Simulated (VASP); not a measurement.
A run of VASP 6.6.1:

The input INCAR:

```
  PREC = Accurate
  ENCUT = 690
  EDIFF = 1E-6
  ISMEAR = 0
  SIGMA = 0.1
  LREAL = F
  LASPH = T
  NELM = 200
  ALGO = Normal
  ISIF = 2
  LWAVE = F
  LCHARG = F
  ISPIN = 2
  MAGMOM = 0 3
  LORBIT = 11
  LMAXMIX = 4
  GGA = PE
  NBANDS = 26
  GGA_COMPAT = F
```

File KPOINTS:

```
Automatic mesh
0
Gamma
  6 6 4
```

POSCAR

```
GaCo
1.0
    2.6100085300      0.0000000000      0.0000000000
   -1.3050042600      2.2603336900      0.0000000000
    0.0000000000      0.0000000000      5.6577028200
Ga Co
1 1
Direct
    0.0000000000      0.0000000000      0.0000000000
    0.0000000000      0.0000000000      0.5000000000
```

Potentials or basis: VASP PAW PBE potentials, release 64 (Ga_d, Co_sv).

Run with:

```console
$ cat potpaw_PBE.64/Ga_d/POTCAR potpaw_PBE.64/Co_sv/POTCAR > POTCAR
$ mpirun -np 1 vasp_std > vasp.out
```

Hardware: 1 thread of Intel(R) Xeon(R) 6975P-C (Granite Rapids), on a shared host.

Problem. How long does it take, and how much memory?

Solution. It took 27 s on 1 thread of Intel(R) Xeon(R) 6975P-C (Granite Rapids), on a shared host, peak memory 0.2 GiB. Counts: scf iterations 16, k points 21.
